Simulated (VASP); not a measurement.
# B in VASP: notebook, part 2 of 2

VASP 6.6.1. Earlier steps stand in the parts before.

**3. Relaxation of cell and atoms, PBE**

This run uses another cell than the first one, of the same volume but with other edges.

The input, INCAR:

```
PREC = Accurate
ENCUT = 600
EDIFF = 1E-6
ISMEAR = 0
SIGMA = 0.1
LREAL = F
LASPH = T
NELM = 80
ALGO = Normal
ISIF = 3
LWAVE = F
LCHARG = F
GGA = PE
IBRION = 2
NSW = 90
EDIFFG = -0.04
```

The input, KPOINTS:

```
regular mesh
0
Gamma
  6 6 6
```

The input, POSCAR:

```
B
1.0
    2.7984883287     -1.4488709027      0.0000000000
    2.7984883287      1.4488709027      0.0000000000
   -0.1133763876      0.0000000000      3.2588271442
B
4
Direct
    0.2313226871      0.2313226871      0.3296901033
    0.0986931917      0.0986931917      0.8055175515
    0.7686773129      0.7686773129      0.6703098967
    0.9013068083      0.9013068083      0.1944824485
```

Potentials or basis: VASP PAW PBE potentials, release 64 (B).

Launch:

```sh
$ cat potpaw_PBE.64/B/POTCAR > POTCAR
$ mpirun -np 1 vasp_std > vasp.out
```

OUTCAR:

```text
PREC = Accurate
   ENCUT = 600
   EDIFF = 1E-6
   ISMEAR = 0
   LREAL = F
   LASPH = T
   NELM = 80
   ISIF = 3
   GGA = PE
   IBRION = 2
   NSW = 90
   EDIFFG = -0.04

 ion  position               nearest neighbor table
   1  0.231  0.231  0.330-   2 1.74   4 1.80   4 1.80   3 1.83   3 1.83   2 1.84   4 1.88
   2  0.099  0.099  0.806-   4 1.71   1 1.74   3 1.80   3 1.80   1 1.84   3 1.88
   3  0.769  0.769  0.670-   4 1.74   2 1.80   2 1.80   1 1.83   1 1.83   4 1.84   2 1.88
   4  0.901  0.901  0.194-   2 1.71   3 1.74   1 1.80   1 1.80   3 1.84   1 1.88

  LATTYP: Found a base centered monoclinic cell.
 ALAT       =     5.5969766574
 B/A-ratio  =     0.5177334091
 C/A-ratio  =     0.5826000287
 COS(beta)  =    -0.0347695138

  Lattice vectors:

 A1 = (   2.7984883287,  -1.4488709027,   0.0000000000)
 A2 = (   2.7984883287,   1.4488709027,   0.0000000000)
[... 352 lines left out ...]
  band No.  band energies     occupation
      1      -9.1847      2.00000
      2      -0.2466      2.00000
      3       3.0973      2.00000
      4       4.5121      2.00000
      5       4.7451      2.00000
      6       4.9436      2.00000
      7       9.0897      0.00000
      8      12.2648      0.00000
      9      14.0272      0.00000
     10      14.9141      0.00000
[... 287 lines left out ...]
 k-point    24 :      -0.1667    0.1667    0.1667
  band No.  band energies     occupation
      1      -7.3976      2.00000
      2      -0.7714      2.00000
      3      -0.1765      2.00000
      4       1.8018      2.00000
      5       4.4502      2.00000
      6       5.9497      2.00000
      7       8.9777      0.00001
      8      11.9821      0.00000
      9      12.8274      0.00000
     10      14.8557      0.00000

 [... further k-points ...]

------------------------ aborting loop because EDIFF is reached ----------------------------------------

  FORCE on cell =-STRESS in cart. coord.  units (eV):
  Direction    XX          YY          ZZ          XY          YZ          ZX
  --------------------------------------------------------------------------------------
  -------------------------------------------------------------------------------------
  Total        0.0730863     -0.0898264      0.0746143      0.0000000      0.0000000      0.0141329
  in kB        4.4354881     -5.4514179      4.5282171      0.0000000      0.0000000      0.8577017
  external PRESSURE =       1.1707625 kB  Pullay stress =       0.0000000 kB
[... 19 lines left out ...]
  FREE ENERGIE OF THE ION-ELECTRON SYSTEM (eV)
  ---------------------------------------------------
  free  energy   TOTEN  =       -25.9491159465 eV

  energy  without entropy=      -25.9464970301  energy(sigma->0) =      -25.94780649

 reached required accuracy - stopping structural energy minimisation
```

Run time: 27 s. Hardware: 1 thread of Intel Xeon 6975P-C (Granite Rapids), shared host; peak memory 0.15 GiB.

What came out:

```
Free energy                            : -25.9491 eV
Relaxed volume                         : 6.60 Å³/atom
Relaxed cell                           : a = 3.146 Å, b = 3.146 Å, c = 3.260 Å, α = 92.04°, β = 92.04°, γ = 54.99°
Space group after relaxing (to 0.05 Å) : C2/m (No. 12)
Energy gained by relaxing              : 1.2 meV/atom
Ionic steps                            : 5
Pressure after relaxing                : 0.1 GPa
Largest force after relaxing           : 0.034 eV/Å
Band gap on the k mesh                 : zero (band 6 reaches 9.53 eV, above the bottom of band 7 at 8.04 eV)
```

Forces on the atoms (eV/Å):
```
B    0.023  0.000 -0.024
B   -0.023  0.000 -0.022
B   -0.023  0.000  0.024
B    0.023  0.000  0.022
```

Stress tensor (GPa, compression positive):
```
 0.44  0.00  0.09
 0.00 -0.55  0.00
 0.09  0.00  0.45
```

The path:
```csv
step,energy change (eV),largest force (eV/Å),pressure (GPa),volume (Å³)
1,0.0000,0.3272,0.20,26.43
2,-0.0006,0.4011,-0.57,26.46
3,-0.0041,0.1077,-0.25,26.44
4,-0.0048,0.0460,0.03,26.41
5,-0.0049,0.0336,0.12,26.40
```

Final structure:
```yaml
crystal:
  lattice:
    - [2.79040, -1.45222, -0.00756]
    - [2.79040, 1.45222, -0.00756]
    - [-0.12185, 0.00000, 3.25776]
  atoms:
    - { symbol: B, position: [0.23048, 0.23048, 0.32919] }
    - { symbol: B, position: [0.09687, 0.09687, 0.80466] }
    - { symbol: B, position: [0.76952, 0.76952, 0.67081] }
    - { symbol: B, position: [0.90313, 0.90313, 0.19534] }
```

Caveat: the k points lie up to 0.41 Å⁻¹ apart in the final cell.

**4. Single point, PBE**

This run uses another cell than the first one, of the same volume but with other edges.

The input, INCAR:

```
SYSTEM = B
ALGO = Normal ; EDIFF = 1E-7
ENCUT = 520 ; GGA = PE
ISIF = 2 ; ISMEAR = 0
LASPH = .True. ; LCHARG = .False.
LREAL = .False. ; LWAVE = .False.
NBANDS = 14 ; NELM = 100
PREC = Accurate ; SIGMA = 0.1
```

The input, KPOINTS:

```
k-points
0
Gamma
  18 18 14
  0 0 0
```

The input, POSCAR:

```
B
1.0
    2.8019633535     -1.4533834225     -0.0022746983
    2.8019633535      1.4533834225     -0.0022746983
   -0.1276873761      0.0000000000      3.2435039860
B
4
Direct
    0.2309741954      0.2309741954      0.3292508302
    0.0972419765      0.0972419765      0.8056466220
    0.7690258046      0.7690258046      0.6707491698
    0.9027580235      0.9027580235      0.1943533780
```

Launch:

```sh
$ cat potpaw_PBE.64/B/POTCAR > POTCAR
$ mpirun -np 1 vasp_std > vasp.out
```

Run time: 1.9 min. Hardware: 1 thread of Intel Xeon 6975P-C (Granite Rapids), shared host; peak memory 0.4 GiB.

Results (log left out):

* Free energy: -25.9454 eV
* Pressure: 0.0 GPa
* Band gap on the k mesh: zero (band 6 reaches 9.64 eV, above the bottom of band 7 at 7.89 eV)

Stress tensor (GPa, compression positive):
```
 0.02  0.00 -0.06
 0.00  0.00  0.00
-0.06  0.00 -0.03
```

Levels at points of the mesh, in eV from the Fermi level:
| k point | band 2 | band 3 | band 4 | band 5 | band 6 | band 7 | band 8 | band 9 | band 10 | band 11 |
| --- | --- | --- | --- | --- | --- | --- | --- | --- | --- | --- |
| (0.00, 0.00, 0.00) | -8.81 | -5.47 | -4.18 | -3.93 | -3.71 | 0.45 | 3.58 | 5.32 | 6.31 | 7.41 |
| (0.50, 0.00, 0.00) | -12.84 | -7.50 | -5.80 | -5.12 | -3.89 | 0.01 | 1.78 | 5.50 | 7.10 | 8.12 |
| (0.50, 0.50, 0.00) | -13.39 | -6.45 | -5.86 | -5.60 | -0.82 | -0.07 | 1.59 | 3.55 | 7.79 | 8.32 |
| (0.00, 0.00, 0.50) | -14.70 | -5.19 | -2.95 | -2.56 | 0.42 | 1.84 | 3.32 | 3.59 | 4.59 | 5.72 |
| (0.50, 0.00, 0.50) | -11.25 | -10.62 | -9.47 | -5.47 | -5.02 | 1.43 | 2.22 | 9.03 | 10.55 | 10.69 |
| (0.50, 0.50, 0.50) | -11.76 | -10.92 | -10.32 | -4.11 | -2.27 | 2.28 | 3.05 | 8.47 | 10.20 | 10.83 |

**5. Summary**

| task | cell | k mesh | cutoff (eV) | gap on the mesh (eV) | pressure (GPa) | largest force (eV/Å) |
| --- | --- | --- | --- | --- | --- | --- |
| single point | a = 3.158, b = 2.898, c = 4.603 Å, angles 108.3, 134.9, 62.4°, 4 atoms | 6 × 8 × 4 | 520 | none | 0.1 | 0.01 |
| relaxation of cell and atoms | relaxed from a = 3.151, b = 3.151, c = 3.261 Å, angles 91.8, 91.8, 54.7°, 4 atoms | 6 × 6 × 6 | 600 | none | 0.1 | 0.03 |
| single point | a = 3.156, b = 3.156, c = 3.246 Å, angles 92.0, 92.0, 54.8°, 4 atoms | 18 × 18 × 14 | 520 | none | 0.0 | - |

Alike in all rows: level PBE; potentials or basis VASP PAW PBE potentials, release 64 (B); no spin polarisation; smearing gaussian 0.1 eV.

Caveats: some runs use coarse meshes.

Total energies depend on the potentials used, so only differences within one code and one set of settings carry meaning.
